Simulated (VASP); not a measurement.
Zr2TiB2:

```
Zr Ti B
1.0
    -1.92255    1.92255    4.40121
     1.92255   -1.92255    4.40121
     1.92255    1.92255   -4.40121
Zr Ti B
2 1 2
Direct
  0.36725 0.36725 0.00000
  0.63275 0.63275 0.00000
  0.00000 0.00000 0.00000
  0.25000 0.75000 0.50000
  0.75000 0.25000 0.50000
```

The cell was built from a structure type or drawn by symmetry, and may not be a known phase.

```yaml
Program: VASP 6.6.1
Task: relaxation of cell and atoms
Functional: PBE
Potentials_or_basis: VASP PAW PBE potentials, release 64 (Zr_sv, Ti_sv, B)
Cutoff: 600 eV
k_mesh: 6 × 6 × 6
Occupations: gaussian, width 0.1 eV
Spin: no spin polarisation
```

At the start: pressure 32.5 GPa; volume 13.01 Å³/atom.

**Question.** Where does the relaxation end?

**Answer.** Over 20 steps the energy falls by 435.0 meV/atom and the volume is 16.93 Å³/atom (+30.1 %); space group I4/mmm (No. 139, to 0.1 Å) before and after.

Step by step:
| step | energy change (eV) | largest force (eV/Å) | pressure (GPa) | volume (Å³) |
| --- | --- | --- | --- | --- |
| 1 | 0.0000 | 1.3295 | 32.52 | 65.07 |
| 2 | -1.0730 | 3.0042 | -11.74 | 93.25 |
| 3 | -1.4682 | 2.5797 | -1.66 | 81.77 |
| 4 | -1.9424 | 0.7866 | -0.52 | 84.16 |
| 5 | -1.9733 | 0.3190 | -0.27 | 84.77 |
| 6 | -1.9760 | 0.1549 | -0.16 | 85.00 |
| 7 | -1.9938 | 0.1832 | 0.06 | 84.84 |
| 8 | -2.0309 | 0.3368 | 0.70 | 84.30 |
| 9 | -2.0994 | 0.5841 | 1.54 | 82.91 |
| 10 | -1.7646 | 0.6157 | 5.77 | 78.75 |
| 11 | -2.1139 | 0.7083 | 1.36 | 82.32 |
| 12 | -2.1095 | 0.3460 | 2.71 | 80.83 |
| 13 | -2.1264 | 0.5499 | 1.98 | 81.57 |
| 14 | -2.1409 | 0.4470 | 1.50 | 82.04 |
| 15 | -2.1488 | 0.2434 | 0.80 | 82.72 |
| 16 | -2.1565 | 0.2005 | 0.74 | 82.98 |
| 17 | -2.1711 | 0.0649 | 0.52 | 83.74 |
| 18 | -2.1662 | 0.2606 | 0.20 | 85.24 |
| 19 | -2.1747 | 0.0566 | 0.38 | 84.33 |
| 20 | -2.1751 | 0.0062 | -0.12 | 84.67 |

Final structure:
```
Zr Ti B
1.0
    -2.22464    2.22464    4.27729
     2.22464   -2.22464    4.27729
     2.22464    2.22464   -4.27729
Zr Ti B
2 1 2
Direct
  0.32544 0.32544 0.00000
  0.67456 0.67456 0.00000
  0.00000 0.00000 0.00000
  0.25000 0.75000 0.50000
  0.75000 0.25000 0.50000
```

Caveat: the volume moved by over 15 % at a fixed basis, so the end points are rough.
